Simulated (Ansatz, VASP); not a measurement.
# B2W: VASP beside Ansatz

INCAR

```
SYSTEM = B2W
  ALGO = Normal
  EDIFF = 1E-6
  ENCUT = 520
  ISIF = 2
  ISMEAR = -1
  LASPH = .TRUE.
  LCHARG = .FALSE.
  LREAL = .FALSE.
  LWAVE = .FALSE.
  NBANDS = 17
  NELM = 80
  PREC = Accurate
  SIGMA = 0.05
```

File KPOINTS:

```
k-points
0
G
  14 14 12
  0 0 0
```

Contents of POSCAR:

```
B2W
1.0
    3.0099010059      0.0000000000      0.0000000000
   -1.5049505030      2.6066507339      0.0000000000
    0.0000000000      0.0000000000      3.0397992549
B W
2 1
Direct
    0.3333333333      0.6666666667      0.5000000000
    0.6666666667      0.3333333333      0.5000000000
    0.0000000000      0.0000000000      0.0000000000
```

Input for Ansatz:

```yaml
crystal:
  lattice:
    - [3.0099010059, 0.0, 0.0]
    - [-1.504950503, 2.6066507339, 0.0]
    - [0.0, 0.0, 3.0397992549]
  atoms:
    - { symbol: B, position: [0.3333333333, 0.6666666667, 0.5] }
    - { symbol: B, position: [0.6666666667, 0.3333333333, 0.5] }
    - { symbol: W, position: [0.0, 0.0, 0.0] }
kpoints:
  mp_grid: { grid: [14, 14, 12] }
  band_path:
    path:
      - [0.0, 0.0, 0.0]
      - [0.5, 0.0, 0.0]
      - [0.3333333333, 0.3333333333, 0.0]
      - [0.0, 0.0, 0.0]
      - [0.0, 0.0, 0.5]
      - [0.5, 0.0, 0.5]
      - [0.3333333333, 0.3333333333, 0.5]
      - [0.0, 0.0, 0.5]
      - [0.5, 0.0, 0.5]
    npoints: 5
scf:
  occupations: { method: fermi_dirac, width: 0.05 }
hamiltonian:
  xc: lda
  pseudopotentials: { kind: all_electron, lapw: { basis_error: 0.0005 } }
output:
  forces: true
  stress: true
  eigenvalues: true
```

Change from the starting cell: volume scaled by 0.99.

Alike in both runs: task single point; functional LDA; k mesh 14 × 14 × 12; occupations fermi-dirac, width 0.05 eV; no spin polarisation.

|  | VASP | Ansatz |
| --- | --- | --- |
| version | VASP 6.6.1 | Ansatz 0.2.0 |
| potentials or method | VASP PAW LDA potentials, release 64 (B, W_sv), cutoff 520 eV | all-electron LAPW, scalar-relativistic |

Ansatz gave:

| Property | Result |
| --- | --- |
| pressure (GPa) | 26.7 |
| traceless stress, the component that is largest in VASP (GPa) | 11.11 |

Task: Which values does VASP return?

Result: Pressure (GPa): 29.0; traceless stress, the component that is largest in VASP (GPa): 11.36.

LDA's correlation is that of Perdew and Zunger in VASP and of Perdew and Wang (1992) in Ansatz. Ansatz ran all-electron here, and VASP with PAW potentials.

Neither program's run includes spin-orbit coupling.
